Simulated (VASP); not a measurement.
Runs of VASP 6.6.1 on GaAs. The structure is hexagonal, space group P6_3/mmc (No. 194). The conventional cell has a = 4.250 Å, b = 4.250 Å, c = 5.773 Å, α = 90.00°, β = 90.00°, γ = 120.00°. Within 3.2 Å of Ga (site symmetry -6m2) lie 5 As at 2.45 to 2.89 Å. Within 3.2 Å of As (site symmetry -6m2) lie 5 Ga at 2.45 to 2.89 Å. 

```tsv
level	potentials or basis	k mesh	gap on the mesh (eV)	pressure (GPa)
r2SCAN	VASP PAW PBE potentials, release 64 (Ga_d, As)	6 × 6 × 4	none	0.1
LDA	VASP PAW LDA potentials, release 64 (Ga_d, As)	6 × 6 × 4	none	-2.3
LDA	VASP PAW LDA potentials, release 64 (Ga_d, As)	6 × 6 × 2	none	-2.0
PBE	VASP PAW PBE potentials, release 64 (Ga_d, As)	6 × 6 × 4	none	(a)
```

Alike in all rows: task single point; no spin polarisation; cell as given; cutoff (eV) 520; smearing fermi-dirac 0.02 eV.

Fill in the values left out.

(a) 2.6.

Caveats: some runs use coarse meshes; the PAW data sets were made with another functional, which shifts forces and pressure a little (some runs).

A k mesh can miss the band edges, and the runs leave out spin-orbit coupling on As, Ga.

A gap of «none» marks levels without a gap at the run's occupations.
